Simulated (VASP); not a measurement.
**MnS: density of states with PBEsol**

MnS:

```
CELL_PARAMETERS angstrom
0.00000 2.60450 2.60450
2.60450 0.00000 2.60450
2.60450 2.60450 0.00000
ATOMIC_POSITIONS crystal
Mn 0.00000 0.00000 0.00000
S 0.50000 0.50000 0.50000
```

```json
{"Program": "VASP 6.6.1", "Task": "density of states", "Functional": "PBEsol", "Potentials or basis": "VASP PAW PBE potentials, release 64 (Mn_pv, S)", "Cutoff": "520 eV", "k mesh": "9 × 9 × 9", "Occupations": "fermi-dirac, width 0.05 eV", "Spin": "collinear spin, ferromagnetic start", "Starting moments": "[4.0, 0.0] μB", "Dipole correction": "no", "k mesh for the DOS": "14 × 14 × 14", "Occupations for the DOS": "tetrahedron", "Further INCAR settings": "ALGO = Normal; EDIFF = 1e-07"}
```

```yaml
Net_moment: 4.69 μB per cell
Site_moments: Mn +4.23; S +0.10 μB
Valence_electrons_inside_the_program's_atomic_spheres: Mn 11.31; S 3.69
```

Levels at points of the mesh, in eV from the Fermi level:
Spin up:
```tsv
k point	band 10	band 11	band 12	band 13	band 14	band 15
(0.00, 0.00, 0.00)	-1.88	-1.88	-1.88	1.61	8.54	8.54
(0.50, 0.00, 0.00)	-2.47	0.41	0.41	2.69	5.30	5.30
(0.50, 0.50, 0.00)	-2.71	-2.71	-2.24	0.77	5.37	10.04
```
Spin down:
| k point | band 5 | band 6 | band 7 | band 8 | band 9 | band 10 |
| --- | --- | --- | --- | --- | --- | --- |
| (0.00, 0.00, 0.00) | -1.63 | -1.63 | -1.63 | 0.25 | 0.25 | 0.25 |
| (0.50, 0.00, 0.00) | -6.40 | -3.35 | -3.35 | 1.23 | 1.23 | 1.41 |
| (0.50, 0.50, 0.00) | -5.58 | -3.16 | -3.16 | -0.87 | 0.76 | 1.47 |

Run time: 95 s on 1 thread of AMD EPYC 9R45 96-Core Processor (Zen 5) (shared host), peak memory 0.19 GiB.

Caveat: a cell with one magnetic atom can't hold antiferromagnetic order, which such compounds often take; semilocal functionals often make such compounds metallic where correlation or magnetic order opens a gap, which also shifts bond lengths.
